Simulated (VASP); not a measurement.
# TiC (Fm-3m) in VASP: notebook, part 2 of 3

VASP 6.6.1.

## Step 4: Single point, LDA (volume scaled by 0.96)

Contents of INCAR:

```
  ALGO = Normal
  EDIFF = 1E-6
  ENCUT = 520
  GGA = CA
  ISIF = 2
  ISMEAR = -1
  LASPH = T
  LCHARG = F
  LREAL = F
  LWAVE = F
  NBANDS = 15
  NELM = 60
  PREC = Accurate
  SIGMA = 0.05
```

Contents of KPOINTS:

```
k-points
0
Gamma
  11 11 11
```

Contents of POSCAR:

```
TiC
1.0
    3.0213948457      0.0000000000      0.0000000000
    1.5106974229      2.6166046913      0.0000000000
    1.5106974229      0.8722015638      2.4669585611
Ti C
1 1
Direct
    0.0000000000      0.0000000000      0.0000000000
    0.5000000000      0.5000000000      0.5000000000
```

Potentials or basis: VASP PAW LDA potentials, release 64 (Ti_sv, C).

Started as:

```bash
> cat potpaw_LDA.64/Ti_sv/POTCAR potpaw_LDA.64/C/POTCAR > POTCAR
> mpirun -np 1 vasp_std > vasp.out
```

OUTCAR:

```text
EDIFF = 1E-6
   ENCUT = 520
   GGA = CA
   ISIF = 2
   ISMEAR = -1
   LASPH = T
   LREAL = F
   NELM = 60
   PREC = Accurate

 ion  position               nearest neighbor table
   1  0.000  0.000  0.000-   2 2.14   2 2.14   2 2.14   2 2.14   2 2.14   2 2.14
   2  0.500  0.500  0.500-   1 2.14   1 2.14   1 2.14   1 2.14   1 2.14   1 2.14

  LATTYP: Found a face centered cubic cell.
 ALAT       =     4.2728975682

  Lattice vectors:

 A1 = (   3.0213948457,   0.0000000000,   0.0000000000)
 A2 = (   1.5106974229,   2.6166046913,   0.0000000000)
 A3 = (   1.5106974229,   0.8722015638,   2.4669585611)

Analysis of symmetry for initial positions (statically):
=====================================================================
 Subroutine PRICEL returns:
 Original cell was already a primitive cell.

 Routine SETGRP: Setting up the symmetry group for a
 face centered cubic supercell.

 Subroutine GETGRP returns: Found 48 space group operations
[... 9 lines left out ...]

 Routine SETGRP: Setting up the symmetry group for a
 face centered cubic supercell.

 Subroutine GETGRP returns: Found 48 space group operations
[... 11 lines left out ...]
                                     Primitive cell

  volume of cell :      19.5033

  direct lattice vectors                    reciprocal lattice vectors
     3.021394846  0.000000000  0.000000000     0.330972962 -0.191087328 -0.135119146
     1.510697423  2.616604691  0.000000000     0.000000000  0.382174657 -0.135119146
     1.510697423  0.872201564  2.466958561     0.000000000  0.000000000  0.405357437

  length of vectors
     3.021394846  3.021394846  3.021394846     0.405357437  0.405357437  0.405357437

  position of ions in fractional coordinates (direct lattice)
[... 8 lines left out ...]
----------------------------------------------------------------------------------------

 KPOINTS: k-points

Automatic generation of k-mesh.
 Grid dimensions read from file:
 generate k-points for:   11   11   11

 Generating k-lattice:

  Cartesian coordinates                     Fractional coordinates (reciprocal lattice)
     0.030088451 -0.017371575 -0.012283559     0.090909091 -0.000000000  0.000000000
     0.000000000  0.034743151 -0.012283559     0.000000000  0.090909091 -0.000000000
     0.000000000  0.000000000  0.036850676     0.000000000  0.000000000  0.090909091

  Length of vectors
     0.036850676  0.036850676  0.036850676

  Shift w.r.t. Gamma in fractional coordinates (k-lattice)
     0.000000000  0.000000000  0.000000000

 Subroutine IBZKPT returns following result:
 ===========================================

 Found     56 irreducible k-points:

 Following reciprocal coordinates:
            Coordinates               Weight
  0.000000  0.000000  0.000000      1.000000
  0.090909  0.000000  0.000000      8.000000
  0.181818  0.000000  0.000000      8.000000
  0.272727  0.000000  0.000000      8.000000
  0.363636  0.000000  0.000000      8.000000
  0.454545  0.000000 -0.000000      8.000000
[... 16 lines left out ...]
 -0.272727  0.181818 -0.000000     24.000000
 -0.181818  0.181818 -0.000000     12.000000
 [... further k-points ...]
   k-points           NKPTS =     56   k-points in BZ     NKDIM =     56   number of bands    NBANDS=     15
   number of dos      NEDOS =    301   number of ions     NIONS =      2
   total plane-waves  NPLWV =  13824
   dimension x,y,z NGX =    24 NGY =   24 NGZ =   24
   dimension x,y,z NGXF=    48 NGYF=   48 NGZF=   48
   ions per type =               1   1
   NGX,Y,Z   is equivalent  to a cutoff of  13.21, 13.21, 13.21 a.u.
   NGXF,Y,Z  is equivalent  to a cutoff of  26.41, 26.41, 26.41 a.u.
 SYSTEM =  unknown system
   PREC   = accura    normal or accurate (medium, high low for compatibility)
   ISTART =      0    job   : 0-new  1-cont  2-samecut
   ICHARG =      2    charge: 1-file 2-atom 10-const
   ISPIN  =      1    spin polarized calculation?
   LNONCOLLINEAR =      F non collinear calculations
   LSORBIT =      F    spin-orbit coupling
   LASPH  =      T    aspherical Exc in radial PAW
   ENCUT  =  520.0 eV  38.22 Ry    6.18 a.u.   5.62  5.62  5.62*2*pi/ulx,y,z
   NELM   =     60;   NELMIN=  2; NELMDL= -5     # of ELM steps
   EDIFF  = 0.1E-05   stopping-criterion for ELM
   LREAL  =      F    real-space projection
   EDIFFG = 0.1E-04   stopping-criterion for IOM
   NSW    =      0    number of steps for IOM
   IBRION =     -1    ionic relax: 0-MD 1-quasi-New 2-CG
   NFREE  =      0    steps in history (QN), initial steepest desc. (CG)
   ISIF   =      2    stress and relaxation
   ISYM   =      2    0-nonsym 1-usesym 2-fastsym
   POTIM  = 0.5000    time-step for ionic-motion
   TEBEG  =    0.0;   TEEND  =   0.0 temperature during run
   PSTRESS=    0.0 pullay stress
   NELECT =      16.0000    total number of electrons
   NUPDOWN=      -1.0000    fix difference up-down
   EMIN   =  10.00;   EMAX   =-10.00  energy-range for DOS
   EFERMI =   0.00;   METHOD = LEGACY
   ISMEAR =    -1;   SIGMA  =   0.05  broadening in eV -4-tet -1-fermi 0-gaus
   EFERMI_NEDOS =   21; number of points for ismear=-14 and -15
   IALGO  =     38    algorithm
   IMIX   =      4    mixing-type and parameters
     AMIX     =   0.40;   BMIX     =  1.00
     AMIX_MAG =   1.60;   BMIX_MAG =  1.00
  volume/ion in A,a.u.               =       9.75        65.81
  Fermi-wavevector in a.u.,A,eV,Ry     =   1.532542  2.896084 31.955793  2.348684
  Thomas-Fermi vector in A             =   2.639733
   LORBIT       =      0    0 simple, 1 ext, 2 COOP (PROOUT), +10 PAW based schemes
   GGA     = CA    functional components
   LHFCALC =     F    Hartree Fock is set to
   AEXX    =    0.0000 exact exchange contribution
   IVDW    =     0    specifies the selected vdW correction
   LEPSILON=     F    determine dielectric tensor
   LRPA    =     F    only Hartree local field effects (RPA)
 non-spin polarized calculation
  energy-cutoff  :      520.00
  volume of cell :       19.50
 maximum number of plane-waves:       537
   NGX = 11   NGY = 11   NGZ = 11

 number of electron      16.0000004 magnetization

 Free energy of the ion-electron system (eV)
  ---------------------------------------------------
  ext. energy  EPLUGINS =         0.00000000
  ---------------------------------------------------
  free energy    TOTEN  =       -20.53933127 eV

  energy without entropy =      -20.53666329  energy(sigma->0) =      -20.53799728

 E-fermi :   9.7808     XC(G=0): -13.1878

 val. band max:        9.7106861376   @ k =   0.4545   0.4545  -0.0000
 cond. band min:       9.8587941668   @ k =   0.0909   0.0000   0.0000
 fundamental gap:      0.1481080291
 Fermi energy:         9.7807501416

 k-point     1 :       0.0000    0.0000    0.0000
  band No.  band energies     occupation
      1     -46.0421      2.00000
      2     -22.4239      2.00000
      3     -22.4239      2.00000
      4     -22.4239      2.00000
      5      -2.6715      2.00000
      6      10.3660      0.00002
      7      10.3660      0.00002
      8      10.3660      0.00002
      9      11.4653      0.00000
     10      11.4653      0.00000
     11      11.4653      0.00000
     12      11.5213      0.00000
     13      11.5213      0.00000
     14      20.9422      0.00000
     15      23.9354      0.00000

 k-point     2 :       0.0909    0.0000    0.0000
  band No.  band energies     occupation
      1     -46.0348      2.00000
      2     -22.4734      2.00000
      3     -22.4284      2.00000
      4     -22.4284      2.00000
      5      -2.4739      2.00000
      6       9.5532      1.97909
      7       9.8588      0.34704
      8       9.8588      0.34704
      9      10.7347      0.00000
     10      10.7347      0.00000
     11      11.8713      0.00000
     12      13.0472      0.00000
     13      13.0472      0.00000
     14      21.2388      0.00000
     15      24.0417      0.00000
[... 365 lines left out ...]
      3     -22.5996      2.00000
      4     -22.4684      2.00000
      5      -0.0649      2.00000
      6       5.3898      2.00000
      7       7.0823      2.00000
      8       7.1505      2.00000
      9      11.7755      0.00000
     10      12.8263      0.00000
     11      13.6636      0.00000
     12      15.1538      0.00000
     13      18.0289      0.00000
     14      21.1756      0.00000
     15      23.7313      0.00000

 k-point    24 :      -0.1818    0.1818   -0.0000
  band No.  band energies     occupation
      1     -45.9803      2.00000
      2     -22.7523      2.00000
      3     -22.5528      2.00000
      4     -22.4468      2.00000
      5      -0.8506      2.00000
      6       6.3990      2.00000
      7       7.4609      2.00000
      8       7.6955      2.00000
      9      11.2742      0.00000
     10      12.4924      0.00000
     11      13.4290      0.00000
     12      14.3557      0.00000
     13      17.3248      0.00000
     14      21.9975      0.00000
     15      23.6006      0.00000

 [... further k-points ...]
[... 5 lines left out ...]
  --------------------------------------------------------------------------------------
  -------------------------------------------------------------------------------------
  Total       -0.1992825     -0.1992825     -0.1992825     -0.0000000     -0.0000000     -0.0000000
  in kB      -16.3708896    -16.3708896    -16.3708896     -0.0000000     -0.0000000     -0.0000000
  external PRESSURE =     -16.3708896 kB  Pullay stress =       0.0000000 kB

 VOLUME and BASIS-vectors are now :
 -----------------------------------------------------------------------------
  energy-cutoff  :      520.00
  volume of cell :       19.50
      direct lattice vectors                 reciprocal lattice vectors
     3.021394846  0.000000000  0.000000000     0.330972962 -0.191087328 -0.135119146
     1.510697423  2.616604691  0.000000000     0.000000000  0.382174657 -0.135119146
     1.510697423  0.872201564  2.466958561     0.000000000  0.000000000  0.405357437

 POSITION                                       TOTAL-FORCE (eV/Angst)
 -----------------------------------------------------------------------------------
      0.00000      0.00000      0.00000         0.000000     -0.000000      0.000000
      3.02139      1.74440      1.23348        -0.000000      0.000000      0.000000
 -----------------------------------------------------------------------------------
    total drift:                               -0.000000      0.000000      0.000000

  FREE ENERGIE OF THE ION-ELECTRON SYSTEM (eV)
  ---------------------------------------------------
  free  energy   TOTEN  =       -20.5393312669 eV

  energy  without entropy=      -20.5366632909  energy(sigma->0) =      -20.53799728
```

Wall time 40 s (1 thread of AMD EPYC 7R43 (Zen 3), shared host); peak memory 0.1 GiB.

Results:

```yaml
Free_energy: -20.5393 eV
Pressure: -1.6 GPa
Band_gap_on_the_k_mesh: zero (band 8 reaches 10.37 eV, above the bottom of band 9 at 9.31 eV)
```

Levels at points of the mesh, in eV from the Fermi level:
```csv
k point,band 5,band 6,band 7,band 8,band 9,band 10,band 11,band 12
"(0.00, 0.00, 0.00)",-12.45,0.59,0.59,0.59,1.68,1.68,1.68,1.74
```

(Continued in part 3 of 3.)
